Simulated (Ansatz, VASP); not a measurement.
# One calculation of Eu, two programs

```
Eu
1.0
     0.00000    2.84401    2.84401
     2.84401    0.00000    2.84401
     2.84401    2.84401    0.00000
Eu
1
Direct
  0.00000 0.00000 0.00000
```

Alike in both runs: task single point; functional PBE; k mesh 8 × 8 × 8; occupations fermi-dirac, width 0.05 eV; collinear spin.

```csv
,VASP,Ansatz
version,VASP 6.6.1,Ansatz 0.2.0
potentials or method,"VASP PAW PBE potentials, release 64 (Eu)",Ansatz PAW
plane-wave cutoff (eV),520,420
valence electrons in the cell,17,17
```

Ansatz gave:

```
gap on the k mesh at the Fermi level (eV)                     : none
pressure (GPa)                                                : -1.3
net moment per atom (μB)                                      : 7.53
size of the moment on the site where the two differ most (μB) : 7.21
```

**Question.** Which values does VASP return?

**Answer.** gap on the k mesh at the Fermi level (eV): none; pressure (GPa): -1.5; net moment per atom (μB): 7.52; size of the moment on the site where the two differ most (μB): 6.74.

Site moments also hang on the region over which each program counts them. A gap of «none» marks a metal or a gap that the smearing closes.

Neither program's run includes spin-orbit coupling.
